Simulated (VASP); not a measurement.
Runs of VASP 6.6.1 on Hf. The structure is that of space group P6_3/mmc (No. 194), or close to it. The cells are those of the table. 

```csv
cell,k mesh,gap on the mesh (eV),pressure (GPa)
"a = 3.228, b = 3.228, c = 10.330 Å, angles 90.0, 90.0, 120.0°, 4 atoms",13 × 13 × 4,none,-0.5
"a = 3.184, b = 3.184, c = 10.190 Å, angles 90.0, 90.0, 120.0°, 4 atoms",13 × 13 × 4,none,3.9
"a = 3.270, b = 3.270, c = 10.466 Å, angles 90.0, 90.0, 120.0°, 4 atoms",13 × 13 × 4,none,(a)
"a = 3.139, b = 3.139, c = 10.047 Å, angles 90.0, 90.0, 120.0°, 4 atoms",13 × 13 × 4,none,9.1
"a = 3.312, b = 3.312, c = 10.598 Å, angles 90.0, 90.0, 120.0°, 4 atoms",13 × 13 × 4,none,-7.3
"a = 3.228, b = 3.228, c = 10.330 Å, angles 90.0, 90.0, 120.0°, 4 atoms",11 × 11 × 3,none,-0.5
"a = 3.093, b = 3.093, c = 9.899 Å, angles 90.0, 90.0, 120.0°, 4 atoms",13 × 13 × 4,none,(b)
```

Alike in all rows: task single point; level RPBE; potentials or basis VASP PAW PBE potentials, release 64 (Hf_pv); no spin polarisation; cutoff (eV) 520; smearing fermi-dirac 0.1 eV.

Question: Fill in the values left out.

Answer: (a) -4.2; (b) 15.3.

Caveats: the PAW data sets were made with another functional, which shifts forces and pressure a little; spin-orbit coupling is left out, which moves the levels of the heavy elements; the cell stands under pressure (at least some runs); the cell stands under tension (at least some runs).

A k mesh can miss the band edges, and the runs leave out spin-orbit coupling on Hf.

A gap of «none» marks levels without a gap at the run's occupations.
